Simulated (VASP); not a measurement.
# InSe (R3m) in VASP: single point with LDA

Aim: the single point of InSe with LDA.

All numbers are computed with VASP 6.6.1; they aren't measurements. Logs are shortened: lines on timing, memory, paths and dates and some standing lists are left out, and cuts for length are marked.

### Step 1. The cell of the first run

Symmetry: R3m, No. 160, trigonal system. The conventional cell has a = 3.973 Å, b = 3.973 Å, c = 24.395 Å, α = 90.00°, β = 90.00°, γ = 120.00°. In (site symmetry 3m) has 3 Se at 2.62 Å and 1 In at 2.74 Å within 3.5 Å. In (site symmetry 3m) has 3 Se at 2.62 Å and 1 In at 2.74 Å within 3.5 Å. Se (site symmetry 3m) has 3 In at 2.62 Å within 3.5 Å. Within 3.5 Å of Se (site symmetry 3m) lie 3 In at 2.62 Å.

### Step 2. Single point, LDA

Contents of INCAR:

```
SYSTEM = InSe
ALGO     = Normal         ! electronic algorithm
EDIFF    = 1E-7           ! SCF threshold, eV
ENCUT    = 520            ! plane-wave cutoff, eV
GGA      = CA             ! functional
ISIF     = 2              ! what is computed and relaxed
ISMEAR   = 0              ! smearing method
LASPH    = .TRUE.         ! aspherical terms in the spheres
LCHARG   = .FALSE.        ! write CHGCAR
LREAL    = .FALSE.        ! projectors in reciprocal space
LWAVE    = .FALSE.        ! write WAVECAR
NBANDS   = 27             ! bands
NELM     = 80             ! most SCF steps
PREC     = Accurate       ! precision mode
SIGMA    = 0.01           ! smearing width, eV
```

Contents of KPOINTS:

```
k-points
0
G
  12 12 12
  0 0 0
```

Contents of POSCAR:

```
InSe
1.0
    1.9866388012      1.1469864467      8.1318303717
   -1.9866388012      1.1469864467      8.1318303717
    0.0000000000     -2.2939728933      8.1318303717
In Se
2 2
Direct
    0.1123122770      0.1123122770      0.1123122770
   -0.0000935881     -0.0000935881     -0.0000935881
    0.6145945977      0.6145945977      0.6145945977
    0.8308847033      0.8308847033      0.8308847033
```

Potentials or basis: VASP PAW LDA potentials, release 64 (In_d, Se).

On the command line:

```
$ cat potpaw_LDA.64/In_d/POTCAR potpaw_LDA.64/Se/POTCAR > POTCAR
$ mpirun -np 1 vasp_std > vasp.out
```

OUTCAR:

```text
SYSTEM = InSe
   EDIFF = 1E-7
   ENCUT = 520
   GGA = CA
   ISIF = 2
   ISMEAR = 0
   LASPH = .TRUE.
   LREAL = .FALSE.
   NELM = 80
   PREC = Accurate

 ion  position               nearest neighbor table
   1  0.112  0.112  0.112-   4 2.62   4 2.62   4 2.62   2 2.74
   2  1.000  1.000  1.000-   3 2.62   3 2.62   3 2.62   1 2.74
   3  0.615  0.615  0.615-   2 2.62   2 2.62   2 2.62
   4  0.831  0.831  0.831-   1 2.62   1 2.62   1 2.62

  LATTYP: Found a trigonal (rhomboedric) cell.
 ALAT       =     8.4491997745
 COS(alpha) =     0.8894301641

  Lattice vectors:

 A1 = (   1.9866388012,   1.1469864467,   8.1318303717)
 A2 = (  -1.9866388012,   1.1469864467,   8.1318303717)
 A3 = (   0.0000000000,  -2.2939728933,   8.1318303717)

Analysis of symmetry for initial positions (statically):
=====================================================================
 Subroutine PRICEL returns:
 Original cell was already a primitive cell.

 Routine SETGRP: Setting up the symmetry group for a
 trigonal (rhombohedral) supercell.

 Subroutine GETGRP returns: Found  6 space group operations
 (whereof  6 operations were pure point group operations)
 out of a pool of 12 trial point group operations.

The static configuration has the point symmetry C_3v.

Analysis of symmetry for dynamics (positions and initial velocities):
=====================================================================
 Subroutine PRICEL returns:
 Original cell was already a primitive cell.

 Routine SETGRP: Setting up the symmetry group for a
 trigonal (rhombohedral) supercell.

 Subroutine GETGRP returns: Found  6 space group operations
 (whereof  6 operations were pure point group operations)
 out of a pool of 12 trial point group operations.

The dynamic configuration has the point symmetry C_3v.

 Subroutine INISYM returns: Found  6 space group operations
 (whereof  6 operations are pure point group operations),
 and found     1 'primitive' translations

----------------------------------------------------------------------------------------

                                     Primitive cell

  volume of cell :     111.1775

  direct lattice vectors                    reciprocal lattice vectors
     1.986638801  1.146986447  8.131830372     0.251681382  0.145308314  0.040991181
    -1.986638801  1.146986447  8.131830372    -0.251681382  0.145308314  0.040991181
     0.000000000 -2.293972893  8.131830372     0.000000000 -0.290616628  0.040991181

  length of vectors
     8.449199775  8.449199775  8.449199774     0.293493273  0.293493273  0.293493273

  position of ions in fractional coordinates (direct lattice)
     0.112312277  0.112312277  0.112312277
     0.999906412  0.999906412  0.999906412
     0.614594598  0.614594598  0.614594598
     0.830884703  0.830884703  0.830884703

  ion indices of the primitive-cell ions
   primitive index   ion index
                 1           1
                 2           2
                 3           3
                 4           4

----------------------------------------------------------------------------------------

 KPOINTS: k-points

Automatic generation of k-mesh.
 Grid dimensions read from file:
 generate k-points for:   12   12   12

 Generating k-lattice:

  Cartesian coordinates                     Fractional coordinates (reciprocal lattice)
     0.020973449  0.012109026  0.003415932     0.083333333 -0.000000000 -0.000000000
    -0.020973449  0.012109026  0.003415932    -0.000000000  0.083333333 -0.000000000
     0.000000000 -0.024218052  0.003415932     0.000000000  0.000000000  0.083333333

  Length of vectors
     0.024457773  0.024457773  0.024457773

  Shift w.r.t. Gamma in fractional coordinates (k-lattice)
     0.000000000  0.000000000  0.000000000

 Subroutine IBZKPT returns following result:
 ===========================================

 Found    189 irreducible k-points:

 Following reciprocal coordinates:
            Coordinates               Weight
  0.000000  0.000000  0.000000      1.000000
  0.083333  0.000000  0.000000      6.000000
  0.166667  0.000000 -0.000000      6.000000
  0.250000 -0.000000 -0.000000      6.000000
  0.333333  0.000000 -0.000000      6.000000
  0.416667  0.000000  0.000000      6.000000
[... 16 lines left out ...]
  0.500000  0.166667  0.000000     12.000000
 -0.416667  0.166667  0.000000     12.000000
 [... further k-points ...]
   k-points           NKPTS =    189   k-points in BZ     NKDIM =    189   number of bands    NBANDS=     27
   number of dos      NEDOS =    301   number of ions     NIONS =      4
   total plane-waves  NPLWV = 262144
   dimension x,y,z NGX =    64 NGY =   64 NGZ =   64
   dimension x,y,z NGXF=   128 NGYF=  128 NGZF=  128
   ions per type =               2   2
   NGX,Y,Z   is equivalent  to a cutoff of  12.59, 12.59, 12.59 a.u.
   NGXF,Y,Z  is equivalent  to a cutoff of  25.19, 25.19, 25.19 a.u.
 SYSTEM =  InSe
   PREC   = accura    normal or accurate (medium, high low for compatibility)
   ISTART =      0    job   : 0-new  1-cont  2-samecut
   ICHARG =      2    charge: 1-file 2-atom 10-const
   ISPIN  =      1    spin polarized calculation?
   LNONCOLLINEAR =      F non collinear calculations
   LSORBIT =      F    spin-orbit coupling
   LASPH  =      T    aspherical Exc in radial PAW
   ENCUT  =  520.0 eV  38.22 Ry    6.18 a.u.  15.71 15.71 15.71*2*pi/ulx,y,z
   NELM   =     80;   NELMIN=  2; NELMDL= -5     # of ELM steps
   EDIFF  = 0.1E-06   stopping-criterion for ELM
   LREAL  =      F    real-space projection
   EDIFFG = 0.1E-05   stopping-criterion for IOM
   NSW    =      0    number of steps for IOM
   IBRION =     -1    ionic relax: 0-MD 1-quasi-New 2-CG
   NFREE  =      0    steps in history (QN), initial steepest desc. (CG)
   ISIF   =      2    stress and relaxation
   ISYM   =      2    0-nonsym 1-usesym 2-fastsym
   POTIM  = 0.5000    time-step for ionic-motion
   TEBEG  =    0.0;   TEEND  =   0.0 temperature during run
   PSTRESS=    0.0 pullay stress
   NELECT =      38.0000    total number of electrons
   NUPDOWN=      -1.0000    fix difference up-down
   EMIN   =  10.00;   EMAX   =-10.00  energy-range for DOS
   EFERMI =   0.00;   METHOD = LEGACY
   ISMEAR =     0;   SIGMA  =   0.01  broadening in eV -4-tet -1-fermi 0-gaus
   EFERMI_NEDOS =   21; number of points for ismear=-14 and -15
   IALGO  =     38    algorithm
   IMIX   =      4    mixing-type and parameters
     AMIX     =   0.40;   BMIX     =  1.00
     AMIX_MAG =   1.60;   BMIX_MAG =  1.00
  volume/ion in A,a.u.               =      27.79       187.57
  Fermi-wavevector in a.u.,A,eV,Ry     =   1.144626  2.163030 17.825941  1.310170
  Thomas-Fermi vector in A             =   2.281318
   LORBIT       =      0    0 simple, 1 ext, 2 COOP (PROOUT), +10 PAW based schemes
   GGA     = CA    functional components
   LHFCALC =     F    Hartree Fock is set to
   AEXX    =    0.0000 exact exchange contribution
   IVDW    =     0    specifies the selected vdW correction
   LEPSILON=     F    determine dielectric tensor
   LRPA    =     F    only Hartree local field effects (RPA)
 non-spin polarized calculation
 Gauss-broadening in eV      SIGMA  =   0.01
  energy-cutoff  :      520.00
  volume of cell :      111.18
 maximum number of plane-waves:      3037
   NGX = 31   NGY = 31   NGZ = 31

 number of electron      38.0000000 magnetization

 Free energy of the ion-electron system (eV)
  ---------------------------------------------------
  ext. energy  EPLUGINS =         0.00000000
  ---------------------------------------------------
  free energy    TOTEN  =       -16.67128836 eV

  energy without entropy =      -16.67128836  energy(sigma->0) =      -16.67128836

 E-fermi :   4.6196     XC(G=0):  -9.5001

 val. band max:        4.5433068801   @ k =   0.5000   0.5000   0.5000
 cond. band min:       4.7519809078   @ k =   0.5000   0.5000   0.5000
 fundamental gap:      0.2086740278
 Fermi energy:         4.6196300472

 k-point     1 :       0.0000    0.0000    0.0000
  band No.  band energies     occupation
      1     -10.4148      2.00000
      2     -10.1938      2.00000
      3     -10.1938      2.00000
      4     -10.0924      2.00000
      5     -10.0924      2.00000
      6     -10.0837      2.00000
[... 19 lines left out ...]
     26       9.8489      0.00000
     27      12.0405      0.00000

 k-point     2 :       0.0833    0.0000    0.0000
  band No.  band energies     occupation
      1     -10.4152      2.00000
      2     -10.2316      2.00000
      3     -10.1927      2.00000
      4     -10.1310      2.00000
      5     -10.0868      2.00000
      6     -10.0863      2.00000
[... 19 lines left out ...]
     26      10.0263      0.00000
     27      12.0271      0.00000

 k-point     3 :       0.1667    0.0000   -0.0000
  band No.  band energies     occupation
      1     -10.4233      2.00000
      2     -10.3033      2.00000
      3     -10.2151      2.00000
      4     -10.1907      2.00000
      5     -10.0928      2.00000
      6     -10.0715      2.00000
[... 19 lines left out ...]
     26      10.4404      0.00000
     27      11.2763      0.00000

 k-point     4 :       0.2500   -0.0000   -0.0000
  band No.  band energies     occupation
      1     -10.4613      2.00000
      2     -10.3436      2.00000
      3     -10.3034      2.00000
      4     -10.1900      2.00000
      5     -10.1015      2.00000
      6     -10.0507      2.00000
[... 19 lines left out ...]
     26      10.8291      0.00000
     27      11.1609      0.00000
[... 516 lines left out ...]
      4     -10.2012      2.00000
      5     -10.1008      2.00000
      6     -10.0334      2.00000
[... 19 lines left out ...]
     26      11.0730      0.00000
     27      11.4751      0.00000

 k-point    23 :       0.5000    0.1667    0.0000
  band No.  band energies     occupation
      1     -10.5519      2.00000
      2     -10.4337      2.00000
      3     -10.3452      2.00000
      4     -10.2057      2.00000
      5     -10.1025      2.00000
      6     -10.0238      2.00000
[... 19 lines left out ...]
     26      11.3646      0.00000
     27      11.9707      0.00000

 k-point    24 :      -0.4167    0.1667    0.0000
  band No.  band energies     occupation
      1     -10.5635      2.00000
      2     -10.4447      2.00000
      3     -10.3441      2.00000
      4     -10.2074      2.00000
      5     -10.1031      2.00000
      6     -10.0203      2.00000
[... 19 lines left out ...]
     26      11.4891      0.00000
     27      12.2832      0.00000

 [... further k-points ...]
[... 5 lines left out ...]
  --------------------------------------------------------------------------------------
  -------------------------------------------------------------------------------------
  Total        0.0871394      0.0871394      0.0987279      0.0000000      0.0000000      0.0000000
  in kB        1.2557649      1.2557649      1.4227670      0.0000000      0.0000000      0.0000000
  external PRESSURE =       1.3114323 kB  Pullay stress =       0.0000000 kB

 VOLUME and BASIS-vectors are now :
 -----------------------------------------------------------------------------
  energy-cutoff  :      520.00
  volume of cell :      111.18
      direct lattice vectors                 reciprocal lattice vectors
     1.986638801  1.146986447  8.131830372     0.251681382  0.145308314  0.040991181
    -1.986638801  1.146986447  8.131830372    -0.251681382  0.145308314  0.040991181
     0.000000000 -2.293972893  8.131830372     0.000000000 -0.290616628  0.040991181

 POSITION                                       TOTAL-FORCE (eV/Angst)
 -----------------------------------------------------------------------------------
      0.00000      0.00000      2.73991         0.000000     -0.000000     -0.012936
      0.00000      0.00000     24.39321         0.000000      0.000000      0.012710
      0.00000      0.00000     14.99334         0.000000     -0.000000     -0.027810
      0.00000      0.00000     20.26984         0.000000      0.000000      0.028037
 -----------------------------------------------------------------------------------
    total drift:                               -0.000000     -0.000000      0.000641

  FREE ENERGIE OF THE ION-ELECTRON SYSTEM (eV)
  ---------------------------------------------------
  free  energy   TOTEN  =       -16.6712883624 eV

  energy  without entropy=      -16.6712883624  energy(sigma->0) =      -16.67128836
```

It took 46 min on 1 thread of Intel Xeon Platinum 8259CL at 2.50GHz (Skylake/Cascade Lake), shared host; peak memory 0.76 GiB.

What came out:

| Item | Value |
| --- | --- |
| Free energy | -16.6713 eV |
| Pressure | 0.1 GPa |
| Largest force | 0.028 eV/Å |
| Band gap on the k mesh | 0.21 eV, direct |

Forces in eV/Å, atoms in the order of the input:
```
In   0.000  0.000 -0.013
In   0.000  0.000  0.013
Se   0.000  0.000 -0.028
Se   0.000  0.000  0.028
```

Levels at points of the mesh, in eV from the valence-band top:
```tsv
k point	band 15	band 16	band 17	band 18	band 19	band 20	band 21	band 22	band 23	band 24
(0.00, 0.00, 0.00)	-1.81	-1.47	-1.47	-1.30	-1.30	1.70	1.92	4.18	4.18	5.01
(0.50, 0.00, 0.00)	-3.77	-2.66	-2.57	-2.36	-1.81	0.91	1.90	3.56	3.89	4.67
(0.50, 0.50, 0.00)	-3.49	-2.90	-2.75	-2.14	-1.66	0.92	1.88	3.13	3.34	4.11
(0.50, 0.50, 0.50)	-1.55	-1.55	-1.21	-1.21	0.00	0.21	1.97	4.06	4.06	5.48
```

Caveat: spin-orbit coupling is left out, which moves the levels of the heavy elements.
